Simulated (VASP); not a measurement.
# GeSb2Te4 (P6mm) in VASP: further runs

GeSb2Te4 is run at these levels: PBE; tasks: single point, relaxation of cell and atoms.

Program: VASP 6.6.1. These are calculated values, not measurements. Logs are shortened: lines on timing, memory, paths and dates and some standing lists are left out, and cuts for length are marked.

## Step 1: The cell of the first run

Symmetry: P6mm, No. 183, hexagonal system. The conventional cell has a = 5.622 Å, b = 5.622 Å, c = 8.814 Å, α = 90.00°, β = 90.00°, γ = 120.00°. Ge (site symmetry 6mm) has 12 Te at 3.54 to 3.58 Å within 4.7 Å. Within 3.9 Å of Sb (site symmetry 3m) lie 2 Te at 2.94 Å and 3 Sb at 3.25 Å. Within 3.9 Å of Te (site symmetry 3m) lie 4 Te at 2.93 to 3.25 Å and 1 Sb at 2.94 Å and 3 Ge at 3.54 Å. Within 3.9 Å of Te (site symmetry 3m) lie 4 Te at 2.93 to 3.25 Å and 1 Sb at 2.94 Å and 3 Ge at 3.58 Å.

The cell was built from a structure type or drawn by symmetry, and may not be a known phase.

## Step 2: Single point, PBE

File INCAR:

```
SYSTEM = GeSb2Te4
  ALGO = Normal
  EDIFF = 1E-6
  ENCUT = 520
  GGA = PE
  ISIF = 2
  ISMEAR = 0
  LASPH = .TRUE.
  LCHARG = .FALSE.
  LREAL = .FALSE.
  LWAVE = .FALSE.
  NBANDS = 33
  NELM = 100
  PREC = Accurate
  SIGMA = 0.1
```

File KPOINTS:

```
k-points
0
G
  3 3 2
  0 0 0
```

File POSCAR:

```
GeSb2Te4
1.0
    5.6221808961      0.0000000000      0.0000000000
   -2.8110904481      4.8689514807      0.0000000000
    0.0000000000      0.0000000000      8.8140141884
Ge Sb Te
1 2 4
Direct
    0.0000000000      0.0000000000      0.7294060422
    0.3333333333      0.6666666667      0.2348350025
    0.6666666667      0.3333333333      0.2348350025
    0.3333333333      0.6666666667      0.5685466435
    0.6666666667      0.3333333333      0.5685466435
    0.3333333333      0.6666666667      0.9011581929
    0.6666666667      0.3333333333      0.9011581929
```

Potentials or basis: VASP PAW PBE potentials, release 64 (Ge_d, Sb, Te).

The run is started by

```console
> cat potpaw_PBE.64/Ge_d/POTCAR potpaw_PBE.64/Sb/POTCAR potpaw_PBE.64/Te/POTCAR > POTCAR
> mpirun -np 1 vasp_std > vasp.out
```

OUTCAR:

```text
SYSTEM = GeSb2Te4
   EDIFF = 1E-6
   ENCUT = 520
   GGA = PE
   ISIF = 2
   ISMEAR = 0
   LASPH = .TRUE.
   LREAL = .FALSE.
   NELM = 100
   PREC = Accurate

 ion  position               nearest neighbor table
   1  0.000  0.000  0.729-
   2  0.333  0.667  0.235-   6 2.94   4 2.94   3 3.25   3 3.25   3 3.25
   3  0.667  0.333  0.235-   7 2.94   5 2.94   2 3.25   2 3.25   2 3.25
   4  0.333  0.667  0.569-   6 2.93   2 2.94   5 3.25   5 3.25   5 3.25
   5  0.667  0.333  0.569-   7 2.93   3 2.94   4 3.25   4 3.25   4 3.25
   6  0.333  0.667  0.901-   4 2.93   2 2.94   7 3.25   7 3.25   7 3.25
   7  0.667  0.333  0.901-   5 2.93   3 2.94   6 3.25   6 3.25   6 3.25

  LATTYP: Found a hexagonal cell.
 ALAT       =     5.6221808961
 C/A-ratio  =     1.5677215570

  Lattice vectors:

 A1 = (   5.6221808961,   0.0000000000,   0.0000000000)
 A2 = (  -2.8110904481,   4.8689514807,   0.0000000000)
 A3 = (   0.0000000000,   0.0000000000,   8.8140141884)

Analysis of symmetry for initial positions (statically):
=====================================================================
 Subroutine PRICEL returns:
 Original cell was already a primitive cell.

 Routine SETGRP: Setting up the symmetry group for a
 hexagonal supercell.

 Subroutine GETGRP returns: Found 12 space group operations
 (whereof 12 operations were pure point group operations)
 out of a pool of 24 trial point group operations.

The static configuration has the point symmetry C_6v.

Analysis of symmetry for dynamics (positions and initial velocities):
=====================================================================
 Subroutine PRICEL returns:
 Original cell was already a primitive cell.

 Routine SETGRP: Setting up the symmetry group for a
 hexagonal supercell.

 Subroutine GETGRP returns: Found 12 space group operations
 (whereof 12 operations were pure point group operations)
 out of a pool of 24 trial point group operations.

The dynamic configuration has the point symmetry C_6v.

 Subroutine INISYM returns: Found 12 space group operations
 (whereof 12 operations are pure point group operations),
 and found     1 'primitive' translations

----------------------------------------------------------------------------------------

                                     Primitive cell

  volume of cell :     241.2759

  direct lattice vectors                    reciprocal lattice vectors
     5.622180896  0.000000000  0.000000000     0.177866920  0.102691514  0.000000000
    -2.811090448  4.868951481  0.000000000     0.000000000  0.205383028  0.000000000
     0.000000000  0.000000000  8.814014188     0.000000000  0.000000000  0.113455683

  length of vectors
     5.622180896  5.622180896  8.814014188     0.205383028  0.205383028  0.113455683

  position of ions in fractional coordinates (direct lattice)
     0.000000000  0.000000000  0.729406042
     0.333333333  0.666666667  0.234835002
     0.666666667  0.333333333  0.234835002
     0.333333333  0.666666667  0.568546643
     0.666666667  0.333333333  0.568546643
     0.333333333  0.666666667  0.901158193
     0.666666667  0.333333333  0.901158193

  ion indices of the primitive-cell ions
   primitive index   ion index
                 1           1
                 2           2
                 3           3
                 4           4
                 5           5
                 6           6
                 7           7

----------------------------------------------------------------------------------------

 KPOINTS: k-points

Automatic generation of k-mesh.
 Grid dimensions read from file:
 generate k-points for:    3    3    2

 Generating k-lattice:

  Cartesian coordinates                     Fractional coordinates (reciprocal lattice)
     0.059288973  0.034230505  0.000000000     0.333333333  0.000000000  0.000000000
     0.000000000  0.068461009  0.000000000     0.000000000  0.333333333  0.000000000
     0.000000000  0.000000000  0.056727842     0.000000000  0.000000000  0.500000000

  Length of vectors
     0.068461009  0.068461009  0.056727842

  Shift w.r.t. Gamma in fractional coordinates (k-lattice)
     0.000000000  0.000000000  0.000000000

 Subroutine IBZKPT returns following result:
 ===========================================

 Found      6 irreducible k-points:

 Following reciprocal coordinates:
            Coordinates               Weight
  0.000000  0.000000  0.000000      1.000000
  0.333333  0.000000  0.000000      6.000000
  0.333333  0.333333  0.000000      2.000000
  0.000000  0.000000  0.500000      1.000000
  0.333333  0.000000  0.500000      6.000000
  0.333333  0.333333  0.500000      2.000000
   k-points           NKPTS =      6   k-points in BZ     NKDIM =      6   number of bands    NBANDS=     33
   number of dos      NEDOS =    301   number of ions     NIONS =      7
   total plane-waves  NPLWV = 123480
   dimension x,y,z NGX =    42 NGY =   42 NGZ =   70
   dimension x,y,z NGXF=    84 NGYF=   84 NGZF=  140
   ions per type =               1   2   4
   NGX,Y,Z   is equivalent  to a cutoff of  12.42, 12.42, 13.20 a.u.
   NGXF,Y,Z  is equivalent  to a cutoff of  24.84, 24.84, 26.41 a.u.
 SYSTEM =  GeSb2Te4
   PREC   = accura    normal or accurate (medium, high low for compatibility)
   ISTART =      0    job   : 0-new  1-cont  2-samecut
   ICHARG =      2    charge: 1-file 2-atom 10-const
   ISPIN  =      1    spin polarized calculation?
   LNONCOLLINEAR =      F non collinear calculations
   LSORBIT =      F    spin-orbit coupling
   LASPH  =      T    aspherical Exc in radial PAW
   ENCUT  =  520.0 eV  38.22 Ry    6.18 a.u.  10.45 10.45 16.39*2*pi/ulx,y,z
   NELM   =    100;   NELMIN=  2; NELMDL= -5     # of ELM steps
   EDIFF  = 0.1E-05   stopping-criterion for ELM
   LREAL  =      F    real-space projection
   EDIFFG = 0.1E-04   stopping-criterion for IOM
   NSW    =      0    number of steps for IOM
   IBRION =     -1    ionic relax: 0-MD 1-quasi-New 2-CG
   NFREE  =      0    steps in history (QN), initial steepest desc. (CG)
   ISIF   =      2    stress and relaxation
   ISYM   =      2    0-nonsym 1-usesym 2-fastsym
   POTIM  = 0.5000    time-step for ionic-motion
   TEBEG  =    0.0;   TEEND  =   0.0 temperature during run
   PSTRESS=    0.0 pullay stress
   NELECT =      48.0000    total number of electrons
   NUPDOWN=      -1.0000    fix difference up-down
   EMIN   =  10.00;   EMAX   =-10.00  energy-range for DOS
   EFERMI =   0.00;   METHOD = LEGACY
   ISMEAR =     0;   SIGMA  =   0.10  broadening in eV -4-tet -1-fermi 0-gaus
   EFERMI_NEDOS =   21; number of points for ismear=-14 and -15
   IALGO  =     38    algorithm
   IMIX   =      4    mixing-type and parameters
     AMIX     =   0.40;   BMIX     =  1.00
     AMIX_MAG =   1.60;   BMIX_MAG =  1.00
  volume/ion in A,a.u.               =      34.47       232.60
  Fermi-wavevector in a.u.,A,eV,Ry     =   0.955690  1.805993 12.426802  0.913344
  Thomas-Fermi vector in A             =   2.084551
   LORBIT       =      0    0 simple, 1 ext, 2 COOP (PROOUT), +10 PAW based schemes
   GGA     = PE    functional components
   LHFCALC =     F    Hartree Fock is set to
   AEXX    =    0.0000 exact exchange contribution
   IVDW    =     0    specifies the selected vdW correction
   LEPSILON=     F    determine dielectric tensor
   LRPA    =     F    only Hartree local field effects (RPA)
 non-spin polarized calculation
 Gauss-broadening in eV      SIGMA  =   0.10
  energy-cutoff  :      520.00
  volume of cell :      241.28
 maximum number of plane-waves:      6561
 NGX is ok and might be reduce to    42
   NGX = 21   NGY = 21   NGZ = 33

 number of electron      48.0000006 magnetization

 Free energy of the ion-electron system (eV)
  ---------------------------------------------------
  ext. energy  EPLUGINS =         0.00000000
  ---------------------------------------------------
  free energy    TOTEN  =       -23.37230936 eV

  energy without entropy =      -23.36857089  energy(sigma->0) =      -23.37044013

 E-fermi :   5.6670     XC(G=0):  -8.7888

 val. band max:        5.5784369025   @ k =   0.0000   0.0000   0.0000
 cond. band min:       5.8304816537   @ k =   0.3333   0.0000   0.5000
 fundamental gap:      0.2520447513
 Fermi energy:         5.6669700936

 k-point     1 :       0.0000    0.0000    0.0000
  band No.  band energies     occupation
      1     -20.0948      2.00000
      2     -20.0948      2.00000
      3     -20.0545      2.00000
      4     -20.0545      2.00000
      5     -20.0431      2.00000
      6      -8.1680      2.00000
[... 25 lines left out ...]
     32       9.3175      0.00000
     33       9.4510      0.00000

 k-point     2 :       0.3333    0.0000    0.0000
  band No.  band energies     occupation
      1     -20.0949      2.00000
      2     -20.0948      2.00000
      3     -20.0546      2.00000
      4     -20.0545      2.00000
      5     -20.0430      2.00000
      6      -7.7361      2.00000
[... 25 lines left out ...]
     32       9.7681      0.00000
     33      10.1137      0.00000

 k-point     3 :       0.3333    0.3333    0.0000
  band No.  band energies     occupation
      1     -20.0948      2.00000
      2     -20.0948      2.00000
      3     -20.0546      2.00000
      4     -20.0546      2.00000
      5     -20.0430      2.00000
      6      -7.0936      2.00000
[... 25 lines left out ...]
     32       9.0009      0.00000
     33       9.6205      0.00000

 k-point     4 :       0.0000    0.0000    0.5000
  band No.  band energies     occupation
      1     -20.0948      2.00000
      2     -20.0948      2.00000
      3     -20.0545      2.00000
      4     -20.0545      2.00000
      5     -20.0431      2.00000
      6      -8.0503      2.00000
[... 25 lines left out ...]
     32       7.8291      0.00000
     33       8.5855      0.00000

 k-point     5 :       0.3333    0.0000    0.5000
  band No.  band energies     occupation
      1     -20.0949      2.00000
      2     -20.0948      2.00000
      3     -20.0546      2.00000
      4     -20.0545      2.00000
      5     -20.0430      2.00000
      6      -7.6149      2.00000
[... 25 lines left out ...]
     32       7.8833      0.00000
     33       7.9649      0.00000

 k-point     6 :       0.3333    0.3333    0.5000
  band No.  band energies     occupation
      1     -20.0948      2.00000
      2     -20.0948      2.00000
      3     -20.0546      2.00000
      4     -20.0546      2.00000
      5     -20.0430      2.00000
      6      -6.9713      2.00000
[... 25 lines left out ...]
     32       7.4856      0.00000
     33       7.9269      0.00000

------------------------ aborting loop because EDIFF is reached ----------------------------------------

  FORCE on cell =-STRESS in cart. coord.  units (eV):
  Direction    XX          YY          ZZ          XY          YZ          ZX
  --------------------------------------------------------------------------------------
  -------------------------------------------------------------------------------------
  Total       -0.0451675     -0.0451675     -0.1805143      0.0000000     -0.0000000     -0.0000000
  in kB       -0.2999317     -0.2999317     -1.1986937      0.0000000     -0.0000000     -0.0000000
  external PRESSURE =      -0.5995191 kB  Pullay stress =       0.0000000 kB

 VOLUME and BASIS-vectors are now :
 -----------------------------------------------------------------------------
  energy-cutoff  :      520.00
  volume of cell :      241.28
      direct lattice vectors                 reciprocal lattice vectors
     5.622180896  0.000000000  0.000000000     0.177866920  0.102691514  0.000000000
    -2.811090448  4.868951481  0.000000000     0.000000000  0.205383028  0.000000000
     0.000000000  0.000000000  8.814014188     0.000000000  0.000000000  0.113455683

 POSITION                                       TOTAL-FORCE (eV/Angst)
 -----------------------------------------------------------------------------------
      0.00000      0.00000      6.42900        -0.000000     -0.000000      0.006489
     -0.00000      3.24597      2.06984         0.000000     -0.000000      0.001235
      2.81109      1.62298      2.06984        -0.000000      0.000000      0.001235
     -0.00000      3.24597      5.01118         0.000000      0.000000      0.010348
      2.81109      1.62298      5.01118         0.000000      0.000000      0.010348
     -0.00000      3.24597      7.94282         0.000000     -0.000000     -0.014828
      2.81109      1.62298      7.94282        -0.000000      0.000000     -0.014828
 -----------------------------------------------------------------------------------
    total drift:                               -0.000000     -0.000000     -0.000397

  FREE ENERGIE OF THE ION-ELECTRON SYSTEM (eV)
  ---------------------------------------------------
  free  energy   TOTEN  =       -23.3723093646 eV

  energy  without entropy=      -23.3685708855  energy(sigma->0) =      -23.37044013
```

It took 86 s on 1 thread of Intel Xeon Platinum 8175M at 2.50GHz (Skylake/Cascade Lake), shared host; peak memory 0.35 GiB.

Results:

* Free energy: -23.3723 eV
* Pressure: -0.1 GPa
* Largest force: 0.015 eV/Å
* Band gap on the k mesh: zero (bands 24 and 25 overlap by 1.27 eV)

Forces in eV/Å, atoms in the order of the input:
```
Ge   0.000  0.000  0.006
Sb   0.000  0.000  0.001
Sb   0.000  0.000  0.001
Te   0.000  0.000  0.010
Te   0.000  0.000  0.010
Te   0.000  0.000 -0.015
Te   0.000  0.000 -0.015
```

Levels at points of the mesh, in eV from the Fermi level:
| k point | band 21 | band 22 | band 23 | band 24 | band 25 | band 26 | band 27 | band 28 | band 29 | band 30 |
| --- | --- | --- | --- | --- | --- | --- | --- | --- | --- | --- |
| (0.00, 0.00, 0.00) | -2.59 | -2.59 | -2.16 | -1.65 | -0.55 | -0.55 | -0.09 | 0.20 | 0.20 | 2.71 |
| (0.00, 0.00, 0.50) | -2.08 | -2.08 | -1.02 | -1.02 | -0.64 | 0.33 | 0.47 | 1.10 | 1.10 | 2.03 |

Caveat: the k points lie up to 0.43 Å⁻¹ apart, too coarse for converged energies and pressures of a metal; spin-orbit coupling is left out, which moves the levels of the heavy elements.

[end of part 1 of 2]
